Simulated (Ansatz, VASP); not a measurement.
# Two plane-wave programs on BN

File INCAR:

```
SYSTEM = BN
PREC     = Accurate       ! precision mode
ENCUT    = 520            ! plane-wave cutoff, eV
EDIFF    = 1E-6           ! SCF threshold, eV
ISMEAR   = 0              ! smearing method
SIGMA    = 0.05           ! smearing width, eV
LREAL    = .False.        ! projectors in reciprocal space
LASPH    = .True.         ! aspherical terms in the spheres
NELM     = 100            ! most SCF steps
ALGO     = Normal         ! electronic algorithm
ISIF     = 2              ! what is computed and relaxed
LWAVE    = .False.        ! write WAVECAR
LCHARG   = .False.        ! write CHGCAR
GGA      = PS             ! functional
NBANDS   = 11             ! bands
```

KPOINTS

```
Automatic mesh
0
Gamma
  12 12 12
  0 0 0
```

Contents of POSCAR:

```
BN
1.0
    0.0000000000      3.5432028194      2.1079367140
    1.2687798761      0.0000000000      2.1079367140
    1.2687798761      3.5432028194      0.0000000000
B N
1 1
Direct
    0.0000486500      0.0000486500      0.9999513500
    0.6666513400      0.6666513400      0.3333486600
```

Input for Ansatz:

```yaml
crystal:
  lattice:
    - [0.0, 3.5432028194, 2.107936714]
    - [1.2687798761, 0.0, 2.107936714]
    - [1.2687798761, 3.5432028194, 0.0]
  atoms:
    - { symbol: B, position: [4.865e-05, 4.865e-05, 0.99995135] }
    - { symbol: "N", position: [0.66665134, 0.66665134, 0.33334866] }
basis:
  ecutwfc: 420
kpoints:
  mp_grid: { grid: [12, 12, 12] }
hamiltonian:
  xc: pbesol
scf:
  occupations: { method: gaussian, width: 0.05 }
output:
  forces: true
  stress: true
  eigenvalues: true
```

Alike in both runs: task single point; functional PBEsol; k mesh 12 × 12 × 12; occupations gaussian, width 0.05 eV; no spin polarisation.

```csv
,VASP,Ansatz
version,VASP 6.6.1,Ansatz 0.2.0
potentials or method,"VASP PAW PBE potentials, release 64 (B, N), cutoff 520 eV","scalar-relativistic, plane waves, PAW"
valence electrons in the cell,8,8
```

VASP gave:

- gap on the k mesh at the Fermi level (eV): 3.99
- least direct gap on the mesh (eV): 4.54
- pressure (GPa): 5.9
- traceless stress, the component that is largest in VASP (GPa): 18.06
- rms of the force components (eV/Å): 0.388

**Question.** Which values does Ansatz return?

**Answer.** gap on the k mesh at the Fermi level (eV): 4.00; least direct gap on the mesh (eV): 4.54; pressure (GPa): 5.6; traceless stress, the component that is largest in VASP (GPa): 17.78; rms of the force components (eV/Å): 0.386.

VASP's potentials were made for PBE, not for PBEsol. Atom by atom the forces differ by 0.002 eV/Å (rms over components). The functional is the same, so the differences come from potentials, cutoffs and numerics.
